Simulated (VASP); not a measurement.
AsSe3:

```xyz
4
Lattice="0.0000 4.1683 4.1683 4.1683 0.0000 4.1683 4.1683 4.1683 0.0000" Properties=species:S:1:pos:R:3 pbc="T T T"
As    0.0000    0.0000    0.0000
Se    2.0842    2.0842    2.0842
Se    6.2525    6.2525    6.2525
Se    4.1683    4.1683    4.1683
```

The cell was built from a structure type or drawn by symmetry, and may not be a known phase.

| Quantity | Value |
| --- | --- |
| Program | VASP 6.6.1 |
| Task | relaxation of cell and atoms |
| Functional | PBE |
| Potentials or basis | VASP PAW PBE potentials, release 64 (As, Se) |
| Cutoff | 600 eV |
| k mesh | 4 × 4 × 4 |
| Occupations | gaussian, width 0.1 eV |
| Spin | no spin polarisation |

At the start: pressure -10.5 GPa; volume 36.21 Å³/atom.

Q: Where does the relaxation end?

A: Over 5 steps the energy falls by 950.6 meV/atom and the volume is 20.19 Å³/atom (-44.3 %); space group Fm-3m (No. 225, to 0.1 Å) before and after.

Step by step:
```tsv
step	energy change (eV)	largest force (eV/Å)	pressure (GPa)	volume (Å³)
1	0.0000	0.0000	-10.51	144.85
2	-3.0420	0.0000	-9.78	100.55
3	-3.7906	0.0000	-1.82	82.67
4	-3.8001	0.0000	0.89	79.69
5	-3.8025	0.0000	-0.14	80.75
```

Final structure:
```
As Se
1.0
     0.00000    3.43057    3.43057
     3.43057    0.00000    3.43057
     3.43057    3.43057    0.00000
As Se
1 3
Direct
  0.00000 0.00000 0.00000
  0.25000 0.25000 0.25000
  0.75000 0.75000 0.75000
  0.50000 0.50000 0.50000
```

Caveat: the volume moved by over 15 % at a fixed basis, so the end points are rough.
